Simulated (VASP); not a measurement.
SiC (zinc blende), 2 atoms in the cell. The structure is cubic, space group F-43m (No. 216). Conventional cell: a = 4.047 Å, b = 4.047 Å, c = 4.047 Å, α = 90.00°, β = 90.00°, γ = 90.00°. Si (site symmetry -43m) has 4 C at 1.75 Å within 2.3 Å. C (site symmetry -43m) has 4 Si at 1.75 Å within 2.3 Å.  This cell differs from its parent crystal: volume scaled by 0.8.

| Item | Value |
| --- | --- |
| Program | VASP 6.6.1 |
| Task | single point |
| Functional | PBE0 |
| Potentials or basis | VASP PAW PBE potentials, release 64 (Si, C) |
| Cutoff | 520 eV |
| k mesh | 6 × 6 × 6 |
| Occupations | gaussian, width 0.01 eV |
| Spin | no spin polarisation |
| Dipole correction | no |
| Grid for exact exchange (PRECFOCK) | Normal |
| Further INCAR settings | ALGO = Normal; EDIFF = 1e-06; NBANDS = 11 |

Potentials or basis: VASP PAW PBE potentials, release 64 (Si, C).

Launch:

```bash
$ cat potpaw_PBE.64/Si/POTCAR potpaw_PBE.64/C/POTCAR > POTCAR
$ cp INCAR.step1 INCAR
$ mpirun -np 1 vasp_std > vasp.out
$ cp INCAR.step2 INCAR
$ mpirun -np 1 vasp_std > vasp.out
```

Hardware: 1 thread of Intel(R) Xeon(R) 6975P-C (Granite Rapids) (shared host).

Task: How long does it take, and how much memory?

Result: It took 89 s on 1 thread of Intel(R) Xeon(R) 6975P-C (Granite Rapids) (shared host), peak memory 0.13 GiB. Counts: k points 16.
